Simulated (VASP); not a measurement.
NbN: electric field gradients with LDA

The system is NbN.

```xyz
2
Lattice="0.0000 2.1945 2.2164 2.1945 0.0000 2.2164 2.1945 2.1945 0.0000" Properties=species:S:1:pos:R:3 pbc="T T T"
Nb    2.1945    2.1945    2.2164
N     0.0000    0.0000    0.0000
```

This cell differs from its parent crystal: zz strain of +1 %.

```json
{
  "Program": "VASP 6.6.1",
  "Task": "electric field gradients",
  "Functional": "LDA",
  "Potentials or basis": "VASP PAW LDA potentials, release 64 (Nb_sv, N)",
  "Cutoff": "520 eV",
  "k mesh": "13 × 13 × 13",
  "Occupations": "fermi-dirac, width 0.08 eV",
  "Spin": "no spin polarisation",
  "Dipole correction": "no",
  "Further INCAR settings": "ALGO = Normal; EDIFF = 1e-08; NBANDS = 16"
}
```

```json
{
 "Pressure": "-10.6 GPa",
 "Band gap on the k mesh": "zero (band 9 reaches 15.05 eV, above the bottom of band 10 at 11.70 eV)"
}
```

Stress tensor (GPa, compression positive):
```
 -8.71   0.00   0.00
  0.00  -8.71   0.00
  0.00   0.00 -14.40
```

Levels at points of the mesh, in eV from the Fermi level:
```tsv
k point	band 6	band 7	band 8	band 9	band 10	band 11	band 12	band 13
(0.00, 0.00, 0.00)	-3.34	-3.29	-3.29	-2.09	-1.98	-1.98	-0.26	-0.13
```

Electric field gradients, principal values (V/Å²):
| atom | least | middle | greatest (by size) |
| --- | --- | --- | --- |
| 1 Nb | -9.372 | -9.372 | 18.744 |
| 2 N | -1.822 | -1.823 | 3.645 |

It took 48 s on 1 thread of Intel Xeon 6975P-C, with other jobs on the host, peak memory 0.18 GiB.

Caveat: the cell differs from its parent crystal (zz strain of +1 %); without QUAD_EFG the Cq values of the log hold for a quadrupole moment of 1 mb, not for the nuclei.
